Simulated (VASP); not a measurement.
# GaSe4 (P4_2/mcm) in VASP: notebook

GaSe4 is run at these levels: PBE; tasks: single point.

All numbers are computed with VASP 6.6.1; they aren't measurements. Logs are shortened: lines on timing, memory, paths and dates and some standing lists are left out, and cuts for length are marked.

### Step 1. The cell of the first run

The structure is tetragonal, space group P4_2/mcm (No. 132). Conventional cell: a = 5.469 Å, b = 5.469 Å, c = 9.507 Å, α = 90.00°, β = 90.00°, γ = 90.00°. Within 3.2 Å of Ga (site symmetry -42m) lie 4 Se at 2.45 Å. Within 3.1 Å of Se (site symmetry m) lie 1 Se at 2.36 Å and 1 Ga at 2.45 Å.

### Step 2. Single point, PBE

Input file INCAR:

```
SYSTEM = GaSe4
PREC = Accurate
ENCUT = 520
EDIFF = 1E-7
ISMEAR = 0
SIGMA = 0.2
LREAL = .False.
LASPH = .True.
NELM = 80
ALGO = Normal
ISIF = 2
LWAVE = .False.
LCHARG = .True.
GGA = PE
LELF = .True.
LVHAR = .True.
NBANDS = 48
```

Input file KPOINTS:

```
regular mesh
0
Gamma
  3 3 2
  0 0 0
```

Input file POSCAR:

```
GaSe4
1.0
    5.4685378903      0.0000000000      0.0000000000
    0.0000000000      5.4685378903      0.0000000000
    0.0000000000      0.0000000000      9.5067724839
Ga Se
2 8
Direct
    0.0000000000      0.0000000000      0.7500000000
    0.0000000000      0.0000000000      0.2500000000
    0.7236248976      0.2763751024      0.6243016447
    0.2763751024      0.7236248976      0.6243016447
    0.7236248976      0.7236248976      0.8756983553
    0.2763751024      0.2763751024      0.8756983553
    0.7236248976      0.2763751024      0.3756983553
    0.2763751024      0.7236248976      0.3756983553
    0.2763751024      0.2763751024      0.1243016447
    0.7236248976      0.7236248976      0.1243016447
```

Potentials or basis: VASP PAW PBE potentials, release 64 (Ga_d, Se).

Launch:

```bash
cat potpaw_PBE.64/Ga_d/POTCAR potpaw_PBE.64/Se/POTCAR > POTCAR
mpirun -np 1 vasp_std > vasp.out
```

OUTCAR:

```text
SYSTEM = GaSe4
   PREC = Accurate
   ENCUT = 520
   EDIFF = 1E-7
   ISMEAR = 0
   LREAL = .False.
   LASPH = .True.
   NELM = 80
   ISIF = 2
   GGA = PE

 ion  position               nearest neighbor table
   1  0.000  0.000  0.750-   3 2.45   4 2.45   5 2.45   6 2.45
   2  0.000  0.000  0.250-   7 2.45   8 2.45   9 2.45  10 2.45
   3  0.724  0.276  0.624-   7 2.36   1 2.45
   4  0.276  0.724  0.624-   8 2.36   1 2.45
   5  0.724  0.724  0.876-  10 2.36   1 2.45
   6  0.276  0.276  0.876-   9 2.36   1 2.45
   7  0.724  0.276  0.376-   3 2.36   2 2.45
   8  0.276  0.724  0.376-   4 2.36   2 2.45
   9  0.276  0.276  0.124-   6 2.36   2 2.45
  10  0.724  0.724  0.124-   5 2.36   2 2.45

  LATTYP: Found a simple tetragonal cell.
 ALAT       =     5.4685378903
 C/A-ratio  =     1.7384486813

  Lattice vectors:

 A1 = (   5.4685378903,   0.0000000000,   0.0000000000)
 A2 = (   0.0000000000,   5.4685378903,   0.0000000000)
 A3 = (   0.0000000000,   0.0000000000,   9.5067724839)

Analysis of symmetry for initial positions (statically):
=====================================================================
 Subroutine PRICEL returns:
 Original cell was already a primitive cell.

 Routine SETGRP: Setting up the symmetry group for a
 simple tetragonal supercell.

 Subroutine GETGRP returns: Found 16 space group operations
 (whereof  8 operations were pure point group operations)
 out of a pool of 16 trial point group operations.

The static configuration has the point symmetry D_2h.
 The point group associated with its full space group is D_4h.

Analysis of symmetry for dynamics (positions and initial velocities):
=====================================================================
 Subroutine PRICEL returns:
 Original cell was already a primitive cell.

 Routine SETGRP: Setting up the symmetry group for a
 simple tetragonal supercell.

 Subroutine GETGRP returns: Found 16 space group operations
 (whereof  8 operations were pure point group operations)
 out of a pool of 16 trial point group operations.

The dynamic configuration has the point symmetry D_2h.
 The point group associated with its full space group is D_4h.

 Subroutine INISYM returns: Found 16 space group operations
 (whereof  8 operations are pure point group operations),
 and found     1 'primitive' translations

----------------------------------------------------------------------------------------

                                     Primitive cell

  volume of cell :     284.2991

  direct lattice vectors                    reciprocal lattice vectors
     5.468537890  0.000000000  0.000000000     0.182864235  0.000000000  0.000000000
     0.000000000  5.468537890  0.000000000     0.000000000  0.182864235  0.000000000
     0.000000000  0.000000000  9.506772484     0.000000000  0.000000000  0.105188170

  length of vectors
     5.468537890  5.468537890  9.506772484     0.182864235  0.182864235  0.105188170

  position of ions in fractional coordinates (direct lattice)
     0.000000000  0.000000000  0.750000000
     0.000000000  0.000000000  0.250000000
     0.723624898  0.276375102  0.624301645
     0.276375102  0.723624898  0.624301645
     0.723624898  0.723624898  0.875698355
     0.276375102  0.276375102  0.875698355
     0.723624898  0.276375102  0.375698355
     0.276375102  0.723624898  0.375698355
     0.276375102  0.276375102  0.124301645
     0.723624898  0.723624898  0.124301645

  ion indices of the primitive-cell ions
   primitive index   ion index
                 1           1
                 2           2
                 3           3
                 4           4
                 5           5
                 6           6
                 7           7
                 8           8
                 9           9
                10          10

----------------------------------------------------------------------------------------

 KPOINTS: regular mesh

Automatic generation of k-mesh.
 Grid dimensions read from file:
 generate k-points for:    3    3    2

 Generating k-lattice:

  Cartesian coordinates                     Fractional coordinates (reciprocal lattice)
     0.060954745  0.000000000  0.000000000     0.333333333  0.000000000  0.000000000
     0.000000000  0.060954745  0.000000000     0.000000000  0.333333333  0.000000000
     0.000000000  0.000000000  0.052594085     0.000000000  0.000000000  0.500000000

  Length of vectors
     0.060954745  0.060954745  0.052594085

  Shift w.r.t. Gamma in fractional coordinates (k-lattice)
     0.000000000  0.000000000  0.000000000

 Subroutine IBZKPT returns following result:
 ===========================================

 Found      6 irreducible k-points:

 Following reciprocal coordinates:
            Coordinates               Weight
  0.000000  0.000000  0.000000      1.000000
  0.333333  0.000000  0.000000      4.000000
  0.333333  0.333333  0.000000      4.000000
  0.000000  0.000000  0.500000      1.000000
  0.333333  0.000000  0.500000      4.000000
  0.333333  0.333333  0.500000      4.000000
   k-points           NKPTS =      6   k-points in BZ     NKDIM =      6   number of bands    NBANDS=     48
   number of dos      NEDOS =    301   number of ions     NIONS =     10
   total plane-waves  NPLWV = 127008
   dimension x,y,z NGX =    42 NGY =   42 NGZ =   72
   dimension x,y,z NGXF=    84 NGYF=   84 NGZF=  144
   ions per type =               2   8
   NGX,Y,Z   is equivalent  to a cutoff of  12.77, 12.77, 12.59 a.u.
   NGXF,Y,Z  is equivalent  to a cutoff of  25.54, 25.54, 25.18 a.u.
 SYSTEM =  GaSe4
   PREC   = accura    normal or accurate (medium, high low for compatibility)
   ISTART =      0    job   : 0-new  1-cont  2-samecut
   ICHARG =      2    charge: 1-file 2-atom 10-const
   ISPIN  =      1    spin polarized calculation?
   LNONCOLLINEAR =      F non collinear calculations
   LSORBIT =      F    spin-orbit coupling
   LASPH  =      T    aspherical Exc in radial PAW
   ENCUT  =  520.0 eV  38.22 Ry    6.18 a.u.  10.17 10.17 17.68*2*pi/ulx,y,z
   NELM   =     80;   NELMIN=  2; NELMDL= -5     # of ELM steps
   EDIFF  = 0.1E-06   stopping-criterion for ELM
   LREAL  =      F    real-space projection
   EDIFFG = 0.1E-05   stopping-criterion for IOM
   NSW    =      0    number of steps for IOM
   IBRION =     -1    ionic relax: 0-MD 1-quasi-New 2-CG
   NFREE  =      0    steps in history (QN), initial steepest desc. (CG)
   ISIF   =      2    stress and relaxation
   ISYM   =      2    0-nonsym 1-usesym 2-fastsym
   POTIM  = 0.5000    time-step for ionic-motion
   TEBEG  =    0.0;   TEEND  =   0.0 temperature during run
   PSTRESS=    0.0 pullay stress
   NELECT =      74.0000    total number of electrons
   NUPDOWN=      -1.0000    fix difference up-down
   EMIN   =  10.00;   EMAX   =-10.00  energy-range for DOS
   EFERMI =   0.00;   METHOD = LEGACY
   ISMEAR =     0;   SIGMA  =   0.20  broadening in eV -4-tet -1-fermi 0-gaus
   EFERMI_NEDOS =   21; number of points for ismear=-14 and -15
   IALGO  =     38    algorithm
   IMIX   =      4    mixing-type and parameters
     AMIX     =   0.40;   BMIX     =  1.00
     AMIX_MAG =   1.60;   BMIX_MAG =  1.00
  volume/ion in A,a.u.               =      28.43       191.85
  Fermi-wavevector in a.u.,A,eV,Ry     =   1.045266  1.975267 14.865471  1.092581
  Thomas-Fermi vector in A             =   2.180054
   LORBIT       =      0    0 simple, 1 ext, 2 COOP (PROOUT), +10 PAW based schemes
   GGA     = PE    functional components
   LHFCALC =     F    Hartree Fock is set to
   AEXX    =    0.0000 exact exchange contribution
   IVDW    =     0    specifies the selected vdW correction
   LEPSILON=     F    determine dielectric tensor
   LRPA    =     F    only Hartree local field effects (RPA)
 non-spin polarized calculation
 Gauss-broadening in eV      SIGMA  =   0.20
  energy-cutoff  :      520.00
  volume of cell :      284.30
 maximum number of plane-waves:      7666
 NGX is ok and might be reduce to    42
   NGX = 21   NGY = 21   NGZ = 35

 number of electron      73.9999983 magnetization

 Free energy of the ion-electron system (eV)
  ---------------------------------------------------
  ext. energy  EPLUGINS =         0.00000000
  ---------------------------------------------------
  free energy    TOTEN  =       -34.65060851 eV

  energy without entropy =      -34.57083327  energy(sigma->0) =      -34.61072089

 E-fermi :   2.2626     XC(G=0):  -8.5881

 val. band max:        2.1788288750   @ k =   0.3333   0.3333   0.5000
 cond. band min:       2.2672187314   @ k =   0.0000   0.0000   0.0000
 fundamental gap:      0.0883898564
 Fermi energy:         2.2625977384

 k-point     1 :       0.0000    0.0000    0.0000
  band No.  band energies     occupation
      1     -13.0688      2.00000
      2     -12.9878      2.00000
      3     -12.9878      2.00000
      4     -12.9819      2.00000
      5     -12.9197      2.00000
      6     -12.9197      2.00000
[... 40 lines left out ...]
     47       5.9127      0.00000
     48       6.9079      0.00000

 k-point     2 :       0.3333    0.0000    0.0000
  band No.  band energies     occupation
      1     -13.0647      2.00000
      2     -13.0236      2.00000
      3     -12.9978      2.00000
      4     -12.9845      2.00000
      5     -12.9229      2.00000
      6     -12.9203      2.00000
[... 40 lines left out ...]
     47       6.6931      0.00000
     48       7.9257      0.00000

 k-point     3 :       0.3333    0.3333    0.0000
  band No.  band energies     occupation
      1     -13.0864      2.00000
      2     -13.0144      2.00000
      3     -13.0011      2.00000
      4     -12.9900      2.00000
      5     -12.9225      2.00000
      6     -12.9216      2.00000
[... 40 lines left out ...]
     47       7.2665      0.00000
     48       7.9176      0.00000

 k-point     4 :       0.0000    0.0000    0.5000
  band No.  band energies     occupation
      1     -13.0409      2.00000
      2     -13.0409      2.00000
      3     -12.9875      2.00000
      4     -12.9875      2.00000
      5     -12.9201      2.00000
      6     -12.9201      2.00000
[... 40 lines left out ...]
     47       7.2513      0.00000
     48       7.2513      0.00000

 k-point     5 :       0.3333    0.0000    0.5000
  band No.  band energies     occupation
      1     -13.0347      2.00000
      2     -13.0347      2.00000
      3     -13.0066      2.00000
      4     -13.0066      2.00000
      5     -12.9220      2.00000
      6     -12.9220      2.00000
[... 40 lines left out ...]
     47       7.2369      0.00000
     48       7.2369      0.00000

 k-point     6 :       0.3333    0.3333    0.5000
  band No.  band energies     occupation
      1     -13.0473      2.00000
      2     -13.0386      2.00000
      3     -13.0140      2.00000
      4     -13.0008      2.00000
      5     -12.9229      2.00000
      6     -12.9220      2.00000
[... 40 lines left out ...]
     47       7.2591      0.00000
     48       7.8521      0.00000

------------------------ aborting loop because EDIFF is reached ----------------------------------------

  FORCE on cell =-STRESS in cart. coord.  units (eV):
  Direction    XX          YY          ZZ          XY          YZ          ZX
  --------------------------------------------------------------------------------------
  -------------------------------------------------------------------------------------
  Total        0.9048874      0.9048874      0.4220425     -0.0000000      0.0000000      0.0000000
  in kB        5.0995230      5.0995230      2.3784347     -0.0000000      0.0000000      0.0000000
  external PRESSURE =       4.1924936 kB  Pullay stress =       0.0000000 kB

 VOLUME and BASIS-vectors are now :
 -----------------------------------------------------------------------------
  energy-cutoff  :      520.00
  volume of cell :      284.30
      direct lattice vectors                 reciprocal lattice vectors
     5.468537890  0.000000000  0.000000000     0.182864235  0.000000000  0.000000000
     0.000000000  5.468537890  0.000000000     0.000000000  0.182864235  0.000000000
     0.000000000  0.000000000  9.506772484     0.000000000  0.000000000  0.105188170

 POSITION                                       TOTAL-FORCE (eV/Angst)
 -----------------------------------------------------------------------------------
      0.00000      0.00000      7.13008        -0.000000     -0.000000      0.000000
      0.00000      0.00000      2.37669        -0.000000     -0.000000      0.000000
      3.95717      1.51137      5.93509         0.043014     -0.043014      0.043603
      1.51137      3.95717      5.93509        -0.043014      0.043014      0.043603
      3.95717      3.95717      8.32507         0.043014      0.043014     -0.043603
      1.51137      1.51137      8.32507        -0.043014     -0.043014     -0.043603
      3.95717      1.51137      3.57168         0.043014     -0.043014     -0.043603
      1.51137      3.95717      3.57168        -0.043014      0.043014     -0.043603
      1.51137      1.51137      1.18171        -0.043014     -0.043014      0.043603
      3.95717      3.95717      1.18171         0.043014      0.043014      0.043603
 -----------------------------------------------------------------------------------
    total drift:                                0.000000     -0.000000      0.000000

  FREE ENERGIE OF THE ION-ELECTRON SYSTEM (eV)
  ---------------------------------------------------
  free  energy   TOTEN  =       -34.6506085124 eV

  energy  without entropy=      -34.5708332671  energy(sigma->0) =      -34.61072089
```

It took 69 s on 1 thread of AMD EPYC 9R45 (Zen 5), shared host; peak memory 0.33 GiB.

Results:

- Free energy: -34.6506 eV
- Pressure: 0.4 GPa
- Largest force: 0.075 eV/Å
- Band gap on the k mesh: zero (band 37 reaches 2.45 eV, above the bottom of band 38 at 2.05 eV)

Forces on the atoms (eV/Å):
```
Ga   0.000  0.000  0.000
Ga   0.000  0.000  0.000
Se   0.043 -0.043  0.044
Se  -0.043  0.043  0.044
Se   0.043  0.043 -0.044
Se  -0.043 -0.043 -0.044
Se   0.043 -0.043 -0.044
Se  -0.043  0.043 -0.044
Se  -0.043 -0.043  0.044
Se   0.043  0.043  0.044
```

Stress tensor (GPa, compression positive):
```
0.51 0.00 0.00
0.00 0.51 0.00
0.00 0.00 0.24
```

Levels at points of the mesh, in eV from the Fermi level:
```csv
k point,band 34,band 35,band 36,band 37,band 38,band 39,band 40,band 41
"(0.00, 0.00, 0.00)",-1.45,-1.45,-0.14,0.00,0.36,0.36,0.71,1.47
"(0.00, 0.00, 0.50)",-1.03,-0.87,-0.87,0.19,0.19,0.65,0.65,1.22
```

Caveat: the k points lie up to 0.38 Å⁻¹ apart.

### Step 3. Single point, PBE

This run uses another cell than the first one, of 29.22 Å³/atom, 1.028 times its volume.

Input file INCAR:

```
SYSTEM = GaSe4
PREC = Accurate
ENCUT = 520
EDIFF = 1E-6
ISMEAR = 0
SIGMA = 0.1
LREAL = .False.
LASPH = .True.
NELM = 60
ALGO = Normal
ISIF = 2
LWAVE = .False.
LCHARG = .False.
GGA = PE
NBANDS = 48
```

Input file KPOINTS:

```
regular mesh
0
Gamma
  6 6 4
  0 0 0
```

Input file POSCAR:

```
GaSe4
1.0
    5.5555147115      0.0000000000      0.0000000000
    0.0000000000      5.5555147115      0.0000000000
    0.0000000000      0.0000000000      9.4661493552
Ga Se
2 8
Direct
    0.0000000000      0.0000000000      0.7500000000
    0.0000000000      0.0000000000      0.2500000000
    0.7275471509      0.2724528491      0.6248246553
    0.2724528491      0.7275471509      0.6248246553
    0.7275471509      0.7275471509      0.8751753447
    0.2724528491      0.2724528491      0.8751753447
    0.7275471509      0.2724528491      0.3751753447
    0.2724528491      0.7275471509      0.3751753447
    0.2724528491      0.2724528491      0.1248246553
    0.7275471509      0.7275471509      0.1248246553
```

Potentials or basis: VASP PAW PBE potentials, release 64 (Ga_d, Se).

Launch:

```bash
cat potpaw_PBE.64/Ga_d/POTCAR potpaw_PBE.64/Se/POTCAR > POTCAR
mpirun -np 1 vasp_std > vasp.out
```

It took 6.8 min on 1 thread of Oxide Virtual Turin-like, shared host; peak memory 0.49 GiB.

Results (log left out):

```yaml
Free_energy: -34.6484 eV
Pressure: 0.1 GPa
Largest_force: 0.025 eV/Å
Band_gap_on_the_k_mesh: zero (band 37 reaches 2.37 eV, above the bottom of band 38 at 1.58 eV)
```

Forces in eV/Å, atoms in the order of the input:
```
Ga   0.000  0.000  0.000
Ga   0.000  0.000  0.000
Se  -0.010  0.010  0.021
Se   0.010 -0.010  0.021
Se  -0.010 -0.010 -0.021
Se   0.010  0.010 -0.021
Se  -0.010  0.010 -0.021
Se   0.010 -0.010 -0.021
Se   0.010  0.010  0.021
Se  -0.010 -0.010  0.021
```

Stress tensor (GPa, compression positive):
```
0.07 0.00 0.00
0.00 0.07 0.00
0.00 0.00 0.18
```

Levels at points of the mesh, in eV from the Fermi level:
```
           k point  band 35  band 36  band 37  band 38  band 39  band 40
(0.00, 0.00, 0.00)    -1.55    -0.11     0.09     0.36     0.36     0.77
(0.50, 0.00, 0.00)    -1.39    -1.31    -0.22     0.07     1.03     1.82
(0.50, 0.50, 0.00)    -0.93    -0.93     0.12     0.44     0.82     2.00
(0.00, 0.00, 0.50)    -0.93    -0.93     0.11     0.11     0.61     0.61
(0.50, 0.00, 0.50)    -0.56    -0.56    -0.50    -0.50     1.51     1.51
(0.50, 0.50, 0.50)    -1.08    -1.08     0.28     0.28     1.01     1.01
```
